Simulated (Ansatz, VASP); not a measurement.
# MgZn2TeS2: VASP beside Ansatz

Contents of INCAR:

```
SYSTEM = MgZn2TeS2
PREC = Accurate ; ENCUT = 520
EDIFF = 1E-6 ; ISMEAR = 0
SIGMA = 0.1 ; LREAL = .FALSE.
LASPH = .TRUE. ; NELM = 100
ALGO = Normal ; ISIF = 2
LWAVE = .FALSE. ; LCHARG = .TRUE.
GGA = PE ; LELF = .TRUE.
LVHAR = .TRUE. ; NBANDS = 31
```

File KPOINTS:

```
Automatic mesh
0
G
  4 4 2
  0 0 0
```

Contents of POSCAR:

```
MgZn2TeS2
1.0
    4.0254184100      0.0000000000      0.0000000000
    0.0000000000      4.0254184100      0.0000000000
    0.0000000000      0.0000000000      7.8773665000
Mg Zn Te S
1 2 1 2
Direct
    0.0000000000      0.0000000000      0.5000000000
    0.0000000000      0.5000000000      0.5000000000
    0.5000000000      0.0000000000      0.5000000000
    0.0000000000      0.0000000000      0.0000000000
    0.5000000000      0.5000000000      0.7212759900
    0.5000000000      0.5000000000      0.2787240100
```

Input for Ansatz:

```yaml
crystal:
  lattice:
    - [4.02541841, 0.0, 0.0]
    - [0.0, 4.02541841, 0.0]
    - [0.0, 0.0, 7.8773665]
  atoms:
    - { symbol: Mg, position: [0.0, 0.0, 0.5] }
    - { symbol: Zn, position: [0.0, 0.5, 0.5] }
    - { symbol: Zn, position: [0.5, 0.0, 0.5] }
    - { symbol: Te, position: [0.0, 0.0, 0.0] }
    - { symbol: S, position: [0.5, 0.5, 0.72127599] }
    - { symbol: S, position: [0.5, 0.5, 0.27872401] }
basis:
  ecutwfc: 420
kpoints:
  mp_grid: { grid: [4, 4, 2] }
hamiltonian:
  xc: pbe
scf:
  occupations: { method: gaussian, width: 0.1 }
  lower_state_search: "off"
output:
  forces: true
  stress: true
  eigenvalues: true
```

Change from the starting cell: species swapped into the Ba2CuTeO2 type (P4/mmm, No. 123).

Alike in both runs: task single point; functional PBE; k mesh 4 × 4 × 2; occupations gaussian, width 0.1 eV; no spin polarisation.

|  | VASP | Ansatz |
| --- | --- | --- |
| version | VASP 6.6.1 | Ansatz 0.2.0 |
| potentials or method | VASP PAW PBE potentials, release 64 (Mg, Zn, Te, S), cutoff 520 eV | scalar-relativistic, plane waves, PAW |
| valence electrons in the cell | 44 | 62 |

|  | VASP | Ansatz | Ansatz less VASP |
| --- | --- | --- | --- |
| gap on the k mesh at the Fermi level (eV) | none | none | - |
| pressure (GPa) | 15.3 | 15.2 | -0.11 |
| traceless stress, the component that is largest in VASP (GPa) | -18.43 | -18.32 | +0.109 |
| rms of the force components (eV/Å) | 0.068 | 0.069 | +0.0005 |

Atom by atom the forces differ by 0.000 eV/Å (rms over components). A gap of «none» marks a metal or a gap that the smearing closes. VASP's potentials hold 44 valence electrons a cell and Ansatz's 62, so a difference there can come from the potentials and not from the codes.

The k mesh is coarse, so the values compare programs but aren't converged. Neither program's run includes spin-orbit coupling.
